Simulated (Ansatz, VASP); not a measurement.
One calculation of CuO, two programs

```
CELL_PARAMETERS angstrom
1.99097 -2.15355 0.00000
1.99097 2.15355 0.00000
0.00000 0.00000 5.15593
ATOMIC_POSITIONS crystal
Cu 0.50000 0.00000 0.00000
Cu 0.00000 0.50000 0.50000
O 0.50000 0.50000 0.25000
O 0.50000 0.50000 0.75000
```

Alike in both runs: task relaxation of cell and atoms; functional PBEsol; dispersion D3(BJ); k mesh 9 × 9 × 5; occupations fermi-dirac, width 0.05 eV; no spin polarisation.

|  | VASP | Ansatz |
| --- | --- | --- |
| version | VASP 6.6.1 | Ansatz 0.2.0 |
| potentials or method | VASP PAW PBE potentials, release 64 (Cu, O) | Ansatz PAW |
| plane-wave cutoff (eV) | 600 | 420 |
| valence electrons in the cell | 34 | 50 |

|  | VASP | Ansatz | Ansatz less VASP |
| --- | --- | --- | --- |
| gap on the k mesh at the Fermi level, each at its own relaxed structure (eV) | none | none | - |
| relaxed volume (Å³/atom) | 10.47 | 10.43 | -0.044 |
| relaxed length of the cell vector where the two differ most in proportion (Å) | 5.092 | 5.085 | -0.0077 |

VASP's potentials were made for PBE, not for PBEsol. A gap of «none» marks a metal or a gap that the smearing closes. VASP's potentials hold 34 valence electrons a cell and Ansatz's 50, so a difference there can come from the potentials and not from the codes.

Noted on Ansatz's run: the plane-wave basis is chosen anew once the cell has moved, so the energies of steps on either side of that aren't comparable.
